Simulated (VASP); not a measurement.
The system is ZrSiRu4.

```xyz
6
Lattice="3.7554 0.0000 0.0000 0.0000 3.7554 0.0000 0.0000 0.0000 5.3174" Properties=species:S:1:pos:R:3 pbc="T T T"
Zr    0.0000    0.0000    0.0000
Si    1.8777    1.8777    2.6587
Ru    1.8777    0.0000    3.9658
Ru    0.0000    1.8777    1.3516
Ru    1.8777    0.0000    1.3516
Ru    0.0000    1.8777    3.9658
```

- Program: VASP 6.6.1
- Task: relaxation of cell and atoms
- Functional: PBE
- Potentials or basis: VASP PAW PBE potentials, release 64 (Zr_sv, Si, Ru_pv)
- Cutoff: 600 eV
- k mesh: 4 × 4 × 4
- Occupations: gaussian, width 0.1 eV
- Spin: no spin polarisation

At the start: pressure 98.7 GPa; volume 12.50 Å³/atom.

Problem. Where does the relaxation end?

Solution. Over 15 steps the energy falls by 1163.4 meV/atom and the volume is 17.05 Å³/atom (+36.4 %); space group P4/mmm (No. 123, to 0.05 Å).

The path:
| step | energy change (eV) | largest force (eV/Å) | pressure (GPa) | volume (Å³) |
| --- | --- | --- | --- | --- |
| 1 | 0.0000 | 2.4748 | 98.74 | 74.99 |
| 2 | 6.7689 | 0.5220 | -25.31 | 193.50 |
| 3 | -6.3387 | 1.0517 | -10.18 | 108.49 |
| 4 | -6.5226 | 1.0981 | -4.42 | 104.04 |
| 5 | -6.5490 | 1.1250 | -0.63 | 101.60 |
| 6 | -6.5481 | 1.1183 | -1.59 | 102.18 |
| 7 | -6.7494 | 0.7787 | -0.44 | 101.64 |
| 8 | -6.8881 | 0.0298 | 2.77 | 100.81 |
| 9 | -6.9170 | 0.1047 | -3.89 | 105.20 |
| 10 | -6.9322 | 0.0795 | -1.55 | 103.54 |
| 11 | -6.9702 | 0.1257 | -0.36 | 102.82 |
| 12 | -6.9765 | 0.1627 | 0.50 | 102.35 |
| 13 | -6.9780 | 0.0057 | -1.14 | 103.13 |
| 14 | -6.9793 | 0.0659 | -0.48 | 102.81 |
| 15 | -6.9805 | 0.0087 | 0.20 | 102.29 |

Final structure:
```
Zr Si Ru
1.0
     4.00808    0.00000    0.00000
     0.00000    4.00808    0.00000
     0.00000    0.00000    6.36765
Zr Si Ru
1 1 4
Direct
  0.00000 0.00000 0.00000
  0.50000 0.50000 0.50000
  0.50000 0.00000 0.71077
  0.00000 0.50000 0.28923
  0.50000 0.00000 0.28923
  0.00000 0.50000 0.71077
```

Caveat: the k points lie up to 0.39 Å⁻¹ apart in the final cell; the volume moved by over 15 % at a fixed basis, so the end points are rough.
